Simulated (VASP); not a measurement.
A run of VASP 6.6.1:

POSCAR

```
Zn3Ag
1.0
    2.8354234842      0.0000000000      0.0000000000
   -1.4177117421      2.4555487678      0.0000000000
    0.0000000000      0.0000000000      8.6069830981
Zn Ag
3 1
Direct
    0.6666666667      0.3333333333      0.5000000000
    0.3333333333      0.6666666667      0.2564628324
    0.3333333333      0.6666666667      0.7435371676
    0.6666666667      0.3333333333      0.0000000000
```

INCAR.step1

```
SYSTEM = Zn3Ag
PREC = Accurate ; ENCUT = 520
ISMEAR = 0 ; SIGMA = 0.1
LREAL = .False. ; LASPH = .True.
NELM = 100 ; NBANDS = 32
GGA = PE ; ALGO = Normal
EDIFF = 1E-4 ; LWAVE = .True.
LCHARG = .False.
```

The input INCAR.step2:

```
SYSTEM = Zn3Ag
PREC = Accurate ; ENCUT = 520
EDIFF = 1E-7 ; ISMEAR = 0
SIGMA = 0.1 ; LREAL = .False.
LASPH = .True. ; NELM = 100
ALGO = Normal ; ISIF = 2
LWAVE = .False. ; LCHARG = .False.
METAGGA = R2SCAN ; LMIXTAU = .True.
NBANDS = 32 ; ISTART = 1
```

KPOINTS

```
Automatic mesh
0
Gamma
  18 18 6
  0 0 0
```

Potentials or basis: VASP PAW PBE potentials, release 64 (Zn, Ag).

The run is started by

```bash
$ cat potpaw_PBE.64/Zn/POTCAR potpaw_PBE.64/Ag/POTCAR > POTCAR
$ cp INCAR.step1 INCAR
$ mpirun -np 1 vasp_std > vasp.out
$ cp INCAR.step2 INCAR
$ mpirun -np 1 vasp_std > vasp.out
```

Hardware: 1 thread of Intel(R) Xeon(R) Platinum 8488C (Sapphire Rapids) (shared host).

Question: How long does it take, and how much memory?

Answer: Wall time 11 min on 1 thread of Intel(R) Xeon(R) Platinum 8488C (Sapphire Rapids), with other jobs on the host, peak memory 0.37 GiB. Counts: k points 148.
